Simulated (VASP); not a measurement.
# Ga3S2 in VASP: further runs

Runs on Ga3S2. Level: PBE. Tasks: single point.

All numbers are computed with VASP 6.6.1; they aren't measurements. Logs are shortened: lines on timing, memory, paths and dates and some standing lists are left out, and cuts for length are marked.

## (1) The cell of the first run

The typed cell holds 10 atoms: a = 3.716 Å, b = 6.392 Å, c = 8.740 Å, α = 97.36°, β = 102.31°, γ = 89.99°.

## (2) Single point, PBE

INCAR

```
SYSTEM = Ga3S2
PREC = Accurate
ENCUT = 520
EDIFF = 1E-7
ISMEAR = 0
SIGMA = 0.2
LREAL = .FALSE.
LASPH = .TRUE.
NELM = 80
ALGO = Normal
ISIF = 2
LWAVE = .FALSE.
LCHARG = .FALSE.
GGA = PE
NBANDS = 62
```

KPOINTS

```
Automatic mesh
0
G
  6 4 6
  0 0 0
```

POSCAR

```
Ga3S2
1.0
    1.8576751279      3.2181256535     -0.0011297141
   -5.5350109824      3.1960324561     -0.0200265713
    0.0161192355     -2.1575908044      8.4697441260
Ga S
6 4
Direct
    0.0001867097      0.0002147497      0.0005758322
    0.4998212934      0.4999946290     -0.0000041189
    0.3073118427      0.1024894417      0.6155359037
    0.8078250585      0.6028198788      0.6157266405
    0.1922508343      0.3973576660      0.3844660015
    0.6927788819      0.8973140218      0.3843759532
    0.6132659673      0.2027163246      0.2272042639
    0.1134285904      0.7027625899      0.2273036195
    0.8865286180      0.2971160439      0.7722535643
    0.3866022039      0.7972146546      0.7725623401
```

Potentials or basis: VASP PAW PBE potentials, release 64 (Ga_d, S).

The run is started by

```console
$ cat potpaw_PBE.64/Ga_d/POTCAR potpaw_PBE.64/S/POTCAR > POTCAR
$ mpirun -np 1 vasp_std > vasp.out
```

OUTCAR:

```text
SYSTEM = Ga3S2
   PREC = Accurate
   ENCUT = 520
   EDIFF = 1E-7
   ISMEAR = 0
   LREAL = .FALSE.
   LASPH = .TRUE.
   NELM = 80
   ISIF = 2
   GGA = PE

 ion  position               nearest neighbor table
   1  0.000  0.000  0.001-
   2  0.500  0.500  1.000-
   3  0.307  0.102  0.616-  10 2.51   9 2.52   9 2.52   6 2.89   6 2.90   5 2.90
   4  0.808  0.603  0.616-   9 2.51  10 2.52  10 2.52   5 2.90   5 2.90   6 2.90
   5  0.192  0.397  0.384-   8 2.51   7 2.52   7 2.52   4 2.90   4 2.90   3 2.90
   6  0.693  0.897  0.384-   7 2.51   8 2.52   8 2.52   3 2.89   3 2.90   4 2.90
   7  0.613  0.203  0.227-   6 2.51   5 2.52   5 2.52
   8  0.113  0.703  0.227-   5 2.51   6 2.52   6 2.52
   9  0.887  0.297  0.772-   4 2.51   3 2.52   3 2.52
  10  0.387  0.797  0.773-   3 2.51   4 2.52   4 2.52

  LATTYP: Found a triclinic cell.
 ALAT       =    10.2002627003
 B/A-ratio  =     0.3642863349
 C/A-ratio  =     0.6266022671
 COS(alpha) =     0.0001265039
 COS(beta)  =     0.1097870755
 COS(gamma) =     0.5469407368

  Lattice vectors:

 A1 = (  -1.8415558924,  -5.3757164579,   8.4708738401)
 A2 = (  -1.8576751279,  -3.2181256535,   0.0011297141)
 A3 = (   5.5350109824,  -3.1960324561,   0.0200265713)

Analysis of symmetry for initial positions (statically):
=====================================================================
 Subroutine PRICEL returns:
 Original cell was already a primitive cell.

 Routine SETGRP: Setting up the symmetry group for a
 triclinic supercell.

 Subroutine GETGRP returns: Found  1 space group operations
 (whereof  1 operations were pure point group operations)
 out of a pool of  2 trial point group operations.

The static configuration has the point symmetry C_1 .

Analysis of symmetry for dynamics (positions and initial velocities):
=====================================================================
 Subroutine PRICEL returns:
 Original cell was already a primitive cell.

 Routine SETGRP: Setting up the symmetry group for a
 triclinic supercell.

 Subroutine GETGRP returns: Found  1 space group operations
 (whereof  1 operations were pure point group operations)
 out of a pool of  2 trial point group operations.

The dynamic configuration has the point symmetry C_1 .

 Subroutine INISYM returns: Found  1 space group operations
 (whereof  1 operations are pure point group operations),
 and found     1 'primitive' translations

----------------------------------------------------------------------------------------

                                     Primitive cell

  volume of cell :     201.0579

  direct lattice vectors                    reciprocal lattice vectors
     1.857675128  3.218125654 -0.001129714     0.134420836  0.233165715  0.059141036
    -5.535010982  3.196032456 -0.020026571    -0.135554317  0.078256328  0.020193073
     0.016119235 -2.157590804  8.469744126    -0.000302587  0.000216136  0.118122956

  length of vectors
     3.715816314  6.391507733  8.740253055     0.275559202  0.157818839  0.118123541

  position of ions in fractional coordinates (direct lattice)
     0.000186710  0.000214750  0.000575832
     0.499821293  0.499994629  0.999995881
     0.307311843  0.102489442  0.615535904
     0.807825059  0.602819879  0.615726641
     0.192250834  0.397357666  0.384466002
     0.692778882  0.897314022  0.384375953
     0.613265967  0.202716325  0.227204264
     0.113428590  0.702762590  0.227303619
     0.886528618  0.297116044  0.772253564
     0.386602204  0.797214655  0.772562340

  ion indices of the primitive-cell ions
   primitive index   ion index
                 1           1
                 2           2
                 3           3
                 4           4
                 5           5
                 6           6
                 7           7
                 8           8
                 9           9
                10          10

----------------------------------------------------------------------------------------

 KPOINTS: Automatic mesh

Automatic generation of k-mesh.
 Grid dimensions read from file:
 generate k-points for:    6    4    6

 Generating k-lattice:

  Cartesian coordinates                     Fractional coordinates (reciprocal lattice)
     0.022403473  0.038860953  0.009856839     0.166666667  0.000000000  0.000000000
    -0.033888579  0.019564082  0.005048268    -0.000000000  0.250000000 -0.000000000
    -0.000050431  0.000036023  0.019687159    -0.000000000 -0.000000000  0.166666667

  Length of vectors
     0.045926534  0.039454710  0.019687257

  Shift w.r.t. Gamma in fractional coordinates (k-lattice)
     0.000000000  0.000000000  0.000000000

 Subroutine IBZKPT returns following result:
 ===========================================

 Found     76 irreducible k-points:

 Following reciprocal coordinates:
            Coordinates               Weight
  0.000000  0.000000  0.000000      1.000000
  0.166667 -0.000000  0.000000      2.000000
  0.333333 -0.000000 -0.000000      2.000000
  0.500000  0.000000  0.000000      1.000000
  0.000000  0.250000  0.000000      2.000000
  0.166667  0.250000  0.000000      2.000000
[... 16 lines left out ...]
  0.333333  0.250000  0.166667      2.000000
  0.500000  0.250000  0.166667      2.000000
 [... further k-points ...]
   k-points           NKPTS =     76   k-points in BZ     NKDIM =     76   number of bands    NBANDS=     62
   number of dos      NEDOS =    301   number of ions     NIONS =     10
   total plane-waves  NPLWV =  94080
   dimension x,y,z NGX =    28 NGY =   48 NGZ =   70
   dimension x,y,z NGXF=    56 NGYF=   96 NGZF=  140
   ions per type =               6   4
   NGX,Y,Z   is equivalent  to a cutoff of  12.53, 12.49, 13.31 a.u.
   NGXF,Y,Z  is equivalent  to a cutoff of  25.05, 24.97, 26.63 a.u.
 SYSTEM =  Ga3S2
   PREC   = accura    normal or accurate (medium, high low for compatibility)
   ISTART =      0    job   : 0-new  1-cont  2-samecut
   ICHARG =      2    charge: 1-file 2-atom 10-const
   ISPIN  =      1    spin polarized calculation?
   LNONCOLLINEAR =      F non collinear calculations
   LSORBIT =      F    spin-orbit coupling
   LASPH  =      T    aspherical Exc in radial PAW
   ENCUT  =  520.0 eV  38.22 Ry    6.18 a.u.   6.91 11.88 16.25*2*pi/ulx,y,z
   NELM   =     80;   NELMIN=  2; NELMDL= -5     # of ELM steps
   EDIFF  = 0.1E-06   stopping-criterion for ELM
   LREAL  =      F    real-space projection
   EDIFFG = 0.1E-05   stopping-criterion for IOM
   NSW    =      0    number of steps for IOM
   IBRION =     -1    ionic relax: 0-MD 1-quasi-New 2-CG
   NFREE  =      0    steps in history (QN), initial steepest desc. (CG)
   ISIF   =      2    stress and relaxation
   ISYM   =      2    0-nonsym 1-usesym 2-fastsym
   POTIM  = 0.5000    time-step for ionic-motion
   TEBEG  =    0.0;   TEEND  =   0.0 temperature during run
   PSTRESS=    0.0 pullay stress
   NELECT =     102.0000    total number of electrons
   NUPDOWN=      -1.0000    fix difference up-down
   EMIN   =  10.00;   EMAX   =-10.00  energy-range for DOS
   EFERMI =   0.00;   METHOD = LEGACY
   ISMEAR =     0;   SIGMA  =   0.20  broadening in eV -4-tet -1-fermi 0-gaus
   EFERMI_NEDOS =   21; number of points for ismear=-14 and -15
   IALGO  =     38    algorithm
   IMIX   =      4    mixing-type and parameters
     AMIX     =   0.40;   BMIX     =  1.00
     AMIX_MAG =   1.60;   BMIX_MAG =  1.00
  volume/ion in A,a.u.               =      20.11       135.68
  Fermi-wavevector in a.u.,A,eV,Ry     =   1.305673  2.467365 23.194978  1.704783
  Thomas-Fermi vector in A             =   2.436527
   LORBIT       =      0    0 simple, 1 ext, 2 COOP (PROOUT), +10 PAW based schemes
   GGA     = PE    functional components
   LHFCALC =     F    Hartree Fock is set to
   AEXX    =    0.0000 exact exchange contribution
   IVDW    =     0    specifies the selected vdW correction
   LEPSILON=     F    determine dielectric tensor
   LRPA    =     F    only Hartree local field effects (RPA)
 non-spin polarized calculation
 Gauss-broadening in eV      SIGMA  =   0.20
  energy-cutoff  :      520.00
  volume of cell :      201.06
 maximum number of plane-waves:      5439
   NGX = 13   NGY = 23   NGZ = 33

 number of electron     101.9999957 magnetization

 Free energy of the ion-electron system (eV)
  ---------------------------------------------------
  ext. energy  EPLUGINS =         0.00000000
  ---------------------------------------------------
  free energy    TOTEN  =       -37.34893779 eV

  energy without entropy =      -37.31776945  energy(sigma->0) =      -37.33335362

 E-fermi :   5.0767     XC(G=0): -10.2027

 val. band max:        4.9458455229   @ k =  -0.0000   0.2500   0.1667
 cond. band min:       5.1249080578   @ k =   0.3333   0.5000   0.0000
 fundamental gap:      0.1790625349
 Fermi energy:         5.0766524619

 k-point     1 :       0.0000    0.0000    0.0000
  band No.  band energies     occupation
      1      -9.9982      2.00000
      2      -9.9947      2.00000
      3      -9.8965      2.00000
      4      -9.8949      2.00000
      5      -9.8809      2.00000
      6      -9.8418      2.00000
[... 54 lines left out ...]
     61       9.2099      0.00000
     62       9.2674      0.00000

 k-point     2 :       0.1667   -0.0000    0.0000
  band No.  band energies     occupation
      1     -10.0215      2.00000
      2      -9.9703      2.00000
      3      -9.9356      2.00000
      4      -9.8986      2.00000
      5      -9.8588      2.00000
      6      -9.8316      2.00000
[... 54 lines left out ...]
     61       9.5168      0.00000
     62       9.7541      0.00000

 k-point     3 :       0.3333   -0.0000   -0.0000
  band No.  band energies     occupation
      1     -10.0450      2.00000
      2      -9.9768      2.00000
      3      -9.9537      2.00000
      4      -9.9288      2.00000
      5      -9.8347      2.00000
      6      -9.8242      2.00000
[... 1354 lines left out ...]
     61       9.6347      0.00000
     62       9.8262      0.00000

 k-point    24 :       0.5000    0.2500    0.1667
  band No.  band energies     occupation
      1     -10.0231      2.00000
      2     -10.0084      2.00000
      3      -9.9783      2.00000
      4      -9.9586      2.00000
      5      -9.8648      2.00000
      6      -9.8637      2.00000
[... 54 lines left out ...]
     61       8.9238      0.00000
     62       9.3504      0.00000

 [... further k-points ...]

------------------------ aborting loop because EDIFF is reached ----------------------------------------

  FORCE on cell =-STRESS in cart. coord.  units (eV):
  Direction    XX          YY          ZZ          XY          YZ          ZX
  --------------------------------------------------------------------------------------
  -------------------------------------------------------------------------------------
  Total        0.0422184      0.0458162      0.1156010      0.0042517      0.0058851      0.0019787
  in kB        0.3364273      0.3650974      0.9211937      0.0338810      0.0468972      0.0157681
  external PRESSURE =       0.5409061 kB  Pullay stress =       0.0000000 kB

 VOLUME and BASIS-vectors are now :
 -----------------------------------------------------------------------------
  energy-cutoff  :      520.00
  volume of cell :      201.06
      direct lattice vectors                 reciprocal lattice vectors
     1.857675128  3.218125654 -0.001129714     0.134420836  0.233165715  0.059141036
    -5.535010982  3.196032456 -0.020026571    -0.135554317  0.078256328  0.020193073
     0.016119235 -2.157590804  8.469744126    -0.000302587  0.000216136  0.118122956

 POSITION                                       TOTAL-FORCE (eV/Angst)
 -----------------------------------------------------------------------------------
     -0.00083      0.00004      0.00487         0.000396     -0.000107     -0.003710
     -1.82285      1.04890      8.45913         0.000732      0.000290     -0.000660
      0.01353     -0.01155      5.21103         0.002798      0.005994     -0.013926
     -1.82601      3.19783      5.20206         0.002547      0.000585     -0.016125
     -1.83604      1.05914      3.24815        -0.002217     -0.000634      0.014125
     -3.67349      4.26797      3.23681        -0.003495     -0.005883      0.014446
      0.02087      2.13124      1.91961         0.001562      0.002568     -0.006459
     -3.67542      2.12065      1.91100         0.002595      0.004521     -0.011542
      0.01479      2.13635      6.53384        -0.003461     -0.005465      0.014894
     -3.68196      2.12518      6.52700        -0.001457     -0.001869      0.008956
 -----------------------------------------------------------------------------------
    total drift:                               -0.000051     -0.000102      0.000057

  FREE ENERGIE OF THE ION-ELECTRON SYSTEM (eV)
  ---------------------------------------------------
  free  energy   TOTEN  =       -37.3489377903 eV

  energy  without entropy=      -37.3177694471  energy(sigma->0) =      -37.33335362
```

Run time: 8.3 min. Hardware: 1 thread of Intel Xeon 6975P-C (Granite Rapids), shared host; peak memory 0.73 GiB.

Results:

```yaml
Free_energy: -37.3489 eV
Pressure: 0.1 GPa
Largest_force: 0.016 eV/Å
Band_gap_on_the_k_mesh: zero (bands 51 and 52 overlap by 1.63 eV)
```

Forces in eV/Å, atoms in the order of the input:
```
Ga   0.000  0.000 -0.004
Ga   0.001  0.000 -0.001
Ga   0.003  0.006 -0.014
Ga   0.003  0.001 -0.016
Ga  -0.002 -0.001  0.014
Ga  -0.003 -0.006  0.014
S    0.002  0.003 -0.006
S    0.003  0.005 -0.012
S   -0.003 -0.005  0.015
S   -0.001 -0.002  0.009
```

## (3) Single point, PBE

This run uses another cell than the first one, of 20.00 Å³/atom.

INCAR

```
SYSTEM = Ga3S2
PREC     = Accurate       ! precision mode
ENCUT    = 520            ! plane-wave cutoff, eV
EDIFF    = 1E-6           ! SCF threshold, eV
ISMEAR   = 0              ! smearing method
SIGMA    = 0.2            ! smearing width, eV
LREAL    = .FALSE.        ! projectors in reciprocal space
LASPH    = .TRUE.         ! aspherical terms in the spheres
NELM     = 80             ! most SCF steps
ALGO     = Fast           ! electronic algorithm
ISIF     = 2              ! what is computed and relaxed
LWAVE    = .FALSE.        ! write WAVECAR
LCHARG   = .FALSE.        ! write CHGCAR
GGA      = PE             ! functional
NBANDS   = 62             ! bands
```

KPOINTS

```
regular mesh
0
G
  6 4 6
  0 0 0
```

POSCAR

```
Ga3S2
1.0
    1.8536748913      3.2106590924      0.0000000000
   -5.5610246738      3.2106590924      0.0000000000
    0.0000000000     -2.1404393949      8.4029429867
Ga S
6 4
Direct
    0.0000000000      0.0000000000      0.0000000000
    0.5000000000      0.5000000000      0.0000000000
    0.3078259560      0.1026086520      0.6156519120
    0.8078259560      0.6026086520      0.6156519120
    0.1921740440      0.3973913480      0.3843480880
    0.6921740440      0.8973913480      0.3843480880
    0.6123742251      0.2041247417      0.2247484503
    0.1123742251      0.7041247417      0.2247484503
    0.8876257749      0.2958752583      0.7752515497
    0.3876257749      0.7958752583      0.7752515497
```

Potentials or basis: VASP PAW PBE potentials, release 64 (Ga_d, S).

The run is started by

```console
$ cat potpaw_PBE.64/Ga_d/POTCAR potpaw_PBE.64/S/POTCAR > POTCAR
$ mpirun -np 1 vasp_std > vasp.out
```

Run time: 18 min. Hardware: 1 thread of Oxide Virtual Turin-like, shared host; peak memory 0.51 GiB.

It converged, with:

| Item | Value |
| --- | --- |
| Free energy | -37.3451 eV |
| Pressure | 0.1 GPa |
| Largest force | 0.046 eV/Å |
| Band gap on the k mesh | zero (bands 51 and 52 overlap by 1.69 eV) |

Forces on the atoms (eV/Å):
```
Ga   0.000  0.000  0.000
Ga   0.000  0.000  0.000
Ga   0.014 -0.008  0.028
Ga   0.014 -0.008  0.028
Ga  -0.014  0.008 -0.028
Ga  -0.014  0.008 -0.028
S    0.017 -0.010  0.042
S    0.017 -0.010  0.042
S   -0.017  0.010 -0.042
S   -0.017  0.010 -0.042
```

Stress tensor (GPa, compression positive):
```
 0.00  0.13  0.07
 0.13  0.15 -0.04
 0.07 -0.04  0.13
```

Levels at points of the mesh, in eV from the Fermi level:
```tsv
k point	band 49	band 50	band 51	band 52	band 53	band 54
(0.00, 0.00, 0.00)	-1.38	-0.94	0.45	0.63	0.67	2.80
(0.50, 0.00, 0.00)	-1.41	-1.41	-0.81	-0.81	1.47	1.47
(0.00, 0.50, 0.00)	-1.31	-1.31	0.88	0.88	2.28	2.28
(0.50, 0.50, 0.00)	-2.73	-1.37	-0.94	0.19	0.45	1.17
(0.00, 0.00, 0.50)	-1.95	-1.86	0.18	1.17	1.91	2.45
(0.00, 0.50, 0.50)	-0.67	-0.67	0.26	0.26	1.87	1.87
```

The gap in the log of VASP goes by the Fermi energy; the results here count the filled bands.